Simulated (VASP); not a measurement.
Wanted: the native input for a VASP 6.6.1 run.

| Quantity | Value |
| --- | --- |
| Task | single point |
| Functional | PBEsol |
| Potentials or basis | VASP PAW PBE potentials, release 64 (Ga_d, N) |
| Cutoff | 520 eV |
| k mesh | 6 × 6 × 6 |
| Occupations | gaussian, width 0.02 eV |
| Spin | no spin polarisation |
| Dipole correction | no |
| Further INCAR settings | ALGO = Normal; EDIFF = 1e-06; NBANDS = 16 |

The structure of GaN lies in POSCAR:

```
GaN
1.0
    0.0000000000      2.2491150714      2.2491150714
    2.2491150714      0.0000000000      2.2491150714
    2.2491150714      2.2491150714      0.0000000000
Ga N
1 1
Direct
    0.0000000000      0.0000000000      0.0000000000
    0.2500000000      0.2500000000      0.2500000000
```

The input as run:

INCAR

```
ALGO = Normal
EDIFF = 1E-6
ENCUT = 520
GGA = PS
ISIF = 2
ISMEAR = 0
LASPH = True
LCHARG = False
LREAL = False
LWAVE = False
NBANDS = 16
NELM = 60
PREC = Accurate
SIGMA = 0.02
```

KPOINTS

```
k-points
0
Gamma
  6 6 6
```

Potentials or basis: VASP PAW PBE potentials, release 64 (Ga_d, N).

Run with:

```console
$ cat potpaw_PBE.64/Ga_d/POTCAR potpaw_PBE.64/N/POTCAR > POTCAR
$ mpirun -np 1 vasp_std > vasp.out
```

It gave:

```json
{
  "Pressure": "-0.3 GPa",
  "Band gap on the k mesh": "1.72 eV, direct"
}
```

Caveat: the PAW data sets were made with another functional, which shifts forces and pressure a little.

Run time: 11 s on 1 thread of Intel Xeon 8259CL (shared host), peak memory 0.11 GiB.
